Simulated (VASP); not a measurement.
# WSe2 in VASP: notebook

WSe2 is run at these levels: PBEsol; tasks: single point.

Everything below comes from runs of VASP 6.6.1. Logs are shortened: lines on timing, memory, paths and dates and some standing lists are left out, and cuts for length are marked.

### Step 1. The cell of the first run

The cell holds a slab with vacuum, 12 atoms: a = 3.272 Å, b = 3.272 Å, c = 33.611 Å, α = 90.00°, β = 90.00°, γ = 120.00°.

### Step 2. Single point, PBEsol (25.96 Å³/atom)

Contents of INCAR:

```
SYSTEM = WSe2
PREC = Accurate
ENCUT = 520
EDIFF = 1E-7
ISMEAR = 0
SIGMA = 0.02
LREAL = .FALSE.
LASPH = .TRUE.
NELM = 80
ALGO = Normal
ISIF = 2
LWAVE = .FALSE.
LCHARG = .FALSE.
GGA = PS
NBANDS = 64
```

Contents of KPOINTS:

```
Automatic mesh
0
G
  12 12 1
  0 0 0
```

Contents of POSCAR:

```
WSe2
1.0
    3.2716092630      0.0000000000      0.0000000000
   -1.6358046315      2.8332967330      0.0000000000
    0.0000000000      0.0000000000     33.6112901482
W Se
4 8
Direct
    0.6666666667      0.3333333333      0.9017272719
    0.6666666667      0.3333333333      0.2947050679
    0.3333333333      0.6666666667      0.7052949321
    0.3333333333      0.6666666667      0.0982727281
    0.3333333333      0.6666666667      0.9515180195
    0.3333333333      0.6666666667      0.3444340605
    0.6666666667      0.3333333333      0.7550939716
    0.6666666667      0.3333333333      0.1480631774
    0.3333333333      0.6666666667      0.8519368226
    0.3333333333      0.6666666667      0.2449060284
    0.6666666667      0.3333333333      0.6555659395
    0.6666666667      0.3333333333      0.0484819805
```

Potentials or basis: VASP PAW PBE potentials, release 64 (W_sv, Se).

The run is started by

```console
> cat potpaw_PBE.64/W_sv/POTCAR potpaw_PBE.64/Se/POTCAR > POTCAR
> mpirun -np 1 vasp_std > vasp.out
```

OUTCAR:

```text
SYSTEM = WSe2
   PREC = Accurate
   ENCUT = 520
   EDIFF = 1E-7
   ISMEAR = 0
   LREAL = .FALSE.
   LASPH = .TRUE.
   NELM = 80
   ISIF = 2
   GGA = PS

 ion  position               nearest neighbor table
   1  0.667  0.333  0.902-   9 2.52   9 2.52   9 2.52   5 2.52   5 2.52   5 2.52
   2  0.667  0.333  0.295-   6 2.52   6 2.52   6 2.52  10 2.52  10 2.52  10 2.52
   3  0.333  0.667  0.705-  11 2.52  11 2.52  11 2.52   7 2.52   7 2.52   7 2.52
   4  0.333  0.667  0.098-   8 2.52   8 2.52   8 2.52  12 2.52  12 2.52  12 2.52
   5  0.333  0.667  0.952-   1 2.52   1 2.52   1 2.52
   6  0.333  0.667  0.344-   2 2.52   2 2.52   2 2.52
   7  0.667  0.333  0.755-   3 2.52   3 2.52   3 2.52
   8  0.667  0.333  0.148-   4 2.52   4 2.52   4 2.52
   9  0.333  0.667  0.852-   1 2.52   1 2.52   1 2.52
  10  0.333  0.667  0.245-   2 2.52   2 2.52   2 2.52
  11  0.667  0.333  0.656-   3 2.52   3 2.52   3 2.52
  12  0.667  0.333  0.048-   4 2.52   4 2.52   4 2.52

  LATTYP: Found a hexagonal cell.
 ALAT       =     3.2716092630
 C/A-ratio  =    10.2736260495

  Lattice vectors:

 A1 = (   3.2716092630,   0.0000000000,   0.0000000000)
 A2 = (  -1.6358046315,   2.8332967330,   0.0000000000)
 A3 = (   0.0000000000,   0.0000000000,  33.6112901482)

Analysis of symmetry for initial positions (statically):
=====================================================================
 Subroutine PRICEL returns:
 Original cell was already a primitive cell.

 Routine SETGRP: Setting up the symmetry group for a
 hexagonal supercell.

 Subroutine GETGRP returns: Found 12 space group operations
 (whereof 12 operations were pure point group operations)
 out of a pool of 24 trial point group operations.

The static configuration has the point symmetry D_3d.

Analysis of symmetry for dynamics (positions and initial velocities):
=====================================================================
 Subroutine PRICEL returns:
 Original cell was already a primitive cell.

 Routine SETGRP: Setting up the symmetry group for a
 hexagonal supercell.

 Subroutine GETGRP returns: Found 12 space group operations
 (whereof 12 operations were pure point group operations)
 out of a pool of 24 trial point group operations.

The dynamic configuration has the point symmetry D_3d.

 Subroutine INISYM returns: Found 12 space group operations
 (whereof 12 operations are pure point group operations),
[... 119 lines left out ...]
   TEBEG  =    0.0;   TEEND  =   0.0 temperature during run
   PSTRESS=    0.0 pullay stress
   NELECT =     104.0000    total number of electrons
   NUPDOWN=      -1.0000    fix difference up-down
   EMIN   =  10.00;   EMAX   =-10.00  energy-range for DOS
   EFERMI =   0.00;   METHOD = LEGACY
   ISMEAR =     0;   SIGMA  =   0.02  broadening in eV -4-tet -1-fermi 0-gaus
   EFERMI_NEDOS =   21; number of points for ismear=-14 and -15
   IALGO  =     38    algorithm
   IMIX   =      4    mixing-type and parameters
     AMIX     =   0.40;   BMIX     =  1.00
     AMIX_MAG =   1.60;   BMIX_MAG =  1.00
  volume/ion in A,a.u.               =      25.96       175.21
  Fermi-wavevector in a.u.,A,eV,Ry     =   1.135637  2.146044 17.547060  1.289673
  Thomas-Fermi vector in A             =   2.272342
   LORBIT       =      0    0 simple, 1 ext, 2 COOP (PROOUT), +10 PAW based schemes
   GGA     = PS    functional components
   LHFCALC =     F    Hartree Fock is set to
   AEXX    =    0.0000 exact exchange contribution
   IVDW    =     0    specifies the selected vdW correction
   LEPSILON=     F    determine dielectric tensor
   LRPA    =     F    only Hartree local field effects (RPA)
 non-spin polarized calculation
 Gauss-broadening in eV      SIGMA  =   0.02
  energy-cutoff  :      520.00
  volume of cell :      311.56
 maximum number of plane-waves:      8478
   NGX = 13   NGY = 13   NGZ =125

 number of electron     103.9999993 magnetization

 Free energy of the ion-electron system (eV)
  ---------------------------------------------------
  ext. energy  EPLUGINS =         0.00000000
  ---------------------------------------------------
  free energy    TOTEN  =       -93.06206345 eV

  energy without entropy =      -93.06206345  energy(sigma->0) =      -93.06206345

 E-fermi :   3.8425     XC(G=0):  -8.7813

 val. band max:        3.5888270130   @ k =   0.0000   0.0000   0.0000
 cond. band min:       4.7492703104   @ k =   0.1667   0.1667   0.0000
 fundamental gap:      1.1604432975
 Fermi energy:         3.8424804071

 k-point     1 :       0.0000    0.0000    0.0000
  band No.  band energies     occupation
      1     -70.5396      2.00000
      2     -70.5396      2.00000
      3     -70.5368      2.00000
      4     -70.5368      2.00000
      5     -34.8045      2.00000
      6     -34.8045      2.00000
[... 1262 lines left out ...]
     63       6.9789      0.00000
     64       6.9789      0.00000

------------------------ aborting loop because EDIFF is reached ----------------------------------------

  FORCE on cell =-STRESS in cart. coord.  units (eV):
  Direction    XX          YY          ZZ          XY          YZ          ZX
  --------------------------------------------------------------------------------------
  -------------------------------------------------------------------------------------
  Total        0.5331531      0.5331531      0.9139117     -0.0000000      0.0000000     -0.0000000
  in kB        2.7417246      2.7417246      4.6997652     -0.0000000      0.0000000     -0.0000000
  external PRESSURE =       3.3944048 kB  Pullay stress =       0.0000000 kB

 VOLUME and BASIS-vectors are now :
 -----------------------------------------------------------------------------
  energy-cutoff  :      520.00
  volume of cell :      311.56
      direct lattice vectors                 reciprocal lattice vectors
     3.271609263  0.000000000  0.000000000     0.305659973  0.176472868  0.000000000
    -1.635804632  2.833296733  0.000000000     0.000000000  0.352945736  0.000000000
     0.000000000  0.000000000 33.611290148     0.000000000  0.000000000  0.029751908

 POSITION                                       TOTAL-FORCE (eV/Angst)
 -----------------------------------------------------------------------------------
      1.63580      0.94443     30.30822         0.000000     -0.000000     -0.000045
      1.63580      0.94443      9.90542         0.000000     -0.000000      0.000678
     -0.00000      1.88886     23.70587         0.000000      0.000000     -0.000678
     -0.00000      1.88886      3.30307        -0.000000      0.000000      0.000045
     -0.00000      1.88886     31.98175         0.000000      0.000000      0.068448
     -0.00000      1.88886     11.57687         0.000000      0.000000      0.070479
      1.63580      0.94443     25.37968         0.000000      0.000000      0.068425
      1.63580      0.94443      4.97659        -0.000000     -0.000000      0.068855
     -0.00000      1.88886     28.63470        -0.000000     -0.000000     -0.068855
     -0.00000      1.88886      8.23161         0.000000      0.000000     -0.068425
      1.63580      0.94443     22.03442        -0.000000      0.000000     -0.070479
      1.63580      0.94443      1.62954         0.000000     -0.000000     -0.068448
 -----------------------------------------------------------------------------------
    total drift:                                0.000000     -0.000000      0.000000

  FREE ENERGIE OF THE ION-ELECTRON SYSTEM (eV)
  ---------------------------------------------------
  free  energy   TOTEN  =       -93.0620634548 eV

  energy  without entropy=      -93.0620634548  energy(sigma->0) =      -93.06206345
```

OSZICAR:

```text
N       E                     dE             d eps       ncg     rms          rms(c)
DAV:   1     0.107280462362E+04    0.10728E+04   -0.54901E+04  2760   0.152E+03
DAV:   2    -0.168585505278E+02   -0.10897E+04   -0.10586E+04  2896   0.405E+02
DAV:   3    -0.937291849015E+02   -0.76871E+02   -0.75490E+02  2936   0.102E+02
[... 15 lines left out ...]
DAV:  19    -0.930620546453E+02   -0.22308E-04   -0.15780E-06  2552   0.441E-03    0.145E-03
DAV:  20    -0.930620606224E+02   -0.59771E-05   -0.30112E-07  2160   0.170E-03    0.865E-04
DAV:  21    -0.930620625452E+02   -0.19228E-05   -0.10123E-07  1976   0.704E-04    0.535E-04
DAV:  22    -0.930620634263E+02   -0.88103E-06   -0.89997E-08  1912   0.498E-04    0.371E-04
DAV:  23    -0.930620634548E+02   -0.28551E-07   -0.38674E-09  1672   0.216E-04
   1 F= -.93062063E+02 E0= -.93062063E+02  d E =-.109088E-73
```

Wall time 5.4 min (1 thread of Intel Xeon 6975P-C (Granite Rapids), shared host); peak memory 0.55 GiB.

Results:

| Property | Result |
| --- | --- |
| Free energy | -93.0621 eV |
| Largest force | 0.070 eV/Å |
| Band gap on the k mesh | 1.16 eV (least direct gap 1.61 eV) |

Forces on the atoms (eV/Å):
```
W    0.000  0.000  0.000
W    0.000  0.000  0.001
W    0.000  0.000 -0.001
W    0.000  0.000  0.000
Se   0.000  0.000  0.068
Se   0.000  0.000  0.070
Se   0.000  0.000  0.068
Se   0.000  0.000  0.069
Se   0.000  0.000 -0.069
Se   0.000  0.000 -0.068
Se   0.000  0.000 -0.070
Se   0.000  0.000 -0.068
```

Caveat: the PAW data sets were made with another functional, which shifts forces and pressure a little; spin-orbit coupling is left out, which moves the levels of the heavy elements.

### Step 3. Single point, PBEsol (26.79 Å³/atom)

This run uses another cell than the first one.

Contents of INCAR:

```
PREC     = Accurate       # precision mode
ENCUT    = 520            # plane-wave cutoff, eV
EDIFF    = 1E-7           # SCF threshold, eV
ISMEAR   = 0              # smearing method
SIGMA    = 0.02           # smearing width, eV
LREAL    = False          # projectors in reciprocal space
LASPH    = True           # aspherical terms in the spheres
NELM     = 80             # most SCF steps
ALGO     = Normal         # electronic algorithm
ISIF     = 2              # what is computed and relaxed
LWAVE    = False          # write WAVECAR
LCHARG   = False          # write CHGCAR
GGA      = PS             # functional
NBANDS   = 64             # bands
```

Contents of KPOINTS:

```
regular mesh
0
Gamma
  12 12 1
```

Contents of POSCAR:

```
WSe2
1.0
    3.2709482132      0.0000000000      0.0000000000
   -1.6354741066      2.8327242471      0.0000000000
    0.0000000000      0.0000000000     34.6980113955
W Se
4 8
Direct
    0.6666666667      0.3333333333      0.9046623751
    0.6666666667      0.3333333333      0.2856412460
    0.3333333333      0.6666666667      0.7143587540
    0.3333333333      0.6666666667      0.0953376249
    0.3333333333      0.6666666667      0.9529112072
    0.3333333333      0.6666666667      0.3338303067
    0.6666666667      0.3333333333      0.7626155579
    0.6666666667      0.3333333333      0.1435860581
    0.3333333333      0.6666666667      0.8564139419
    0.3333333333      0.6666666667      0.2373844421
    0.6666666667      0.3333333333      0.6661696933
    0.6666666667      0.3333333333      0.0470887928
```

Potentials or basis: VASP PAW PBE potentials, release 64 (W_sv, Se).

The run is started by

```console
> cat potpaw_PBE.64/W_sv/POTCAR potpaw_PBE.64/Se/POTCAR > POTCAR
> mpirun -np 1 vasp_std > vasp.out
```

Run time: 5.9 min. Hardware: 1 thread of Intel Xeon 6975P-C (Granite Rapids), shared host; peak memory 0.59 GiB.

Results (log left out):

| Property | Result |
| --- | --- |
| Free energy | -93.0623 eV |
| Largest force | 0.064 eV/Å |
| Band gap on the k mesh | 1.16 eV (least direct gap 1.61 eV) |

Forces on the atoms (eV/Å):
```
W    0.000  0.000  0.001
W    0.000  0.000  0.000
W    0.000  0.000  0.000
W    0.000  0.000 -0.001
Se   0.000  0.000  0.064
Se   0.000  0.000  0.064
Se   0.000  0.000  0.063
Se   0.000  0.000  0.062
Se   0.000  0.000 -0.062
Se   0.000  0.000 -0.063
Se   0.000  0.000 -0.064
Se   0.000  0.000 -0.064
```

Levels at points of the mesh, in eV from the valence-band top:
| k point | band 49 | band 50 | band 51 | band 52 | band 53 | band 54 | band 55 | band 56 |
| --- | --- | --- | --- | --- | --- | --- | --- | --- |
| (0.00, 0.00, 0.00) | -0.88 | -0.46 | -0.16 | 0.00 | 2.85 | 2.85 | 2.86 | 2.86 |
| (0.50, 0.00, 0.00) | -1.12 | -1.06 | -1.00 | -0.96 | 2.33 | 2.34 | 2.35 | 2.36 |

Caveat: the PAW data sets were made with another functional, which shifts forces and pressure a little; spin-orbit coupling is left out, which moves the levels of the heavy elements.
